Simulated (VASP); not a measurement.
Write the native input for VASP 6.6.1 that does the following.

* Task: relaxation of cell and atoms
* Functional: PBE
* Potentials or basis: VASP PAW PBE potentials, release 64 (Ga_d, B, Sb)
* Cutoff: 600 eV
* k mesh: 12 × 12 × 6
* Occupations: gaussian, width 0.1 eV
* Spin: no spin polarisation
* Dipole correction: no
* Further INCAR settings: ALGO = Normal; EDIFF = 1e-07; IBRION = 2; EDIFFG = -0.01; NSW = 100; ISIF = 3

The structure of Ga2BSb3 lies in POSCAR:

```
Ga2BSb3
1.0
    5.1068436857      0.0000000000      0.0000000000
   -2.5534218429      4.4226563650      0.0000000000
    0.0000000000      0.0000000000      6.0086519297
Ga B Sb
2 1 3
Direct
    0.6666666667      0.3333333333      0.2354831122
    0.6666666667      0.3333333333      0.7645168878
    0.0000000000      0.0000000000      0.0000000000
    0.0000000000      0.0000000000      0.5000000000
    0.3333333333      0.6666666667      0.0000000000
    0.3333333333      0.6666666667      0.5000000000
```

The cell was built from a structure type or drawn by symmetry, and may not be a known phase.

The input as run:

INCAR

```
SYSTEM = Ga2BSb3
PREC = Accurate
ENCUT = 600
EDIFF = 1E-7
ISMEAR = 0
SIGMA = 0.1
LREAL = .FALSE.
LASPH = .TRUE.
NELM = 80
ALGO = Normal
ISIF = 3
LWAVE = .FALSE.
LCHARG = .FALSE.
GGA = PE
IBRION = 2
NSW = 100
EDIFFG = -0.01
```

KPOINTS

```
regular mesh
0
G
  12 12 6
  0 0 0
```

Potentials or basis: VASP PAW PBE potentials, release 64 (Ga_d, B, Sb).

Run with:

```bash
$ cat potpaw_PBE.64/Ga_d/POTCAR potpaw_PBE.64/B/POTCAR potpaw_PBE.64/Sb/POTCAR > POTCAR
$ mpirun -np 1 vasp_std > vasp.out
```

It gave:

```yaml
Relaxed_volume: 22.64 Å³/atom
Relaxed_cell: a = 5.133 Å, b = 5.133 Å, c = 5.954 Å, α = 90.00°, β = 90.00°, γ = 120.00°
Space_group_after_relaxing_to_0.1_Å: P-6m2 (No. 187)
Energy_gained_by_relaxing: 1.5 meV/atom
Ionic_steps: 8
Pressure_after_relaxing: 0.0 GPa
```

Caveat: the highest band is partly filled, so the run has too few bands.

It took 19 min on 1 thread of Intel(R) Xeon(R) Platinum 8488C (Sapphire Rapids) (shared host), peak memory 0.52 GiB.
